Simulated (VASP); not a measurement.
Crystal: As.

```
As
1.0
     4.69391    0.00000    0.00000
    -2.34695    4.06504    0.00000
     0.00000    0.00000    2.87736
As
3
Direct
  0.00000 0.00000 0.00000
  0.33333 0.66667 0.50000
  0.66667 0.33333 0.50000
```

| Property | Result |
| --- | --- |
| Program | VASP 6.6.1 |
| Task | relaxation of cell and atoms |
| Functional | PBEsol |
| Potentials or basis | VASP PAW PBE potentials, release 64 (As) |
| Cutoff | 600 eV |
| k mesh | 8 × 8 × 11 |
| Occupations | fermi-dirac, width 0.1 eV |
| Spin | no spin polarisation |

At the start: pressure 0.8 GPa; volume 18.30 Å³/atom.

**Question.** How do energy, volume and symmetry change on relaxing?

**Answer.** Over 5 steps the energy falls by 15.6 meV/atom and the volume is 18.38 Å³/atom (+0.4 %); space group P6/mmm (No. 191, to 0.05 Å).

Step by step:
```
step  energy change (eV)  largest force (eV/Å)  pressure (GPa)  volume (Å³)
   1              0.0000                0.0000            0.82        54.90
   2             -0.0429                0.0000           -0.77        55.62
   3             -0.0444                0.0000           -1.01        55.75
   4             -0.0461                0.0000            0.51        54.84
   5             -0.0467                0.0000           -0.01        55.14
```

Final structure:
```yaml
crystal:
  lattice:
    - [4.78191, 0.00000, 0.00000]
    - [-2.39095, 4.14125, 0.00000]
    - [0.00000, 0.00000, 2.78432]
  atoms:
    - { symbol: As, position: [0.00000, 0.00000, 0.00000] }
    - { symbol: As, position: [0.33333, 0.66667, 0.50000] }
    - { symbol: As, position: [0.66667, 0.33333, 0.50000] }
```

Caveat: the PAW data sets were made with another functional, which shifts forces and pressure a little.
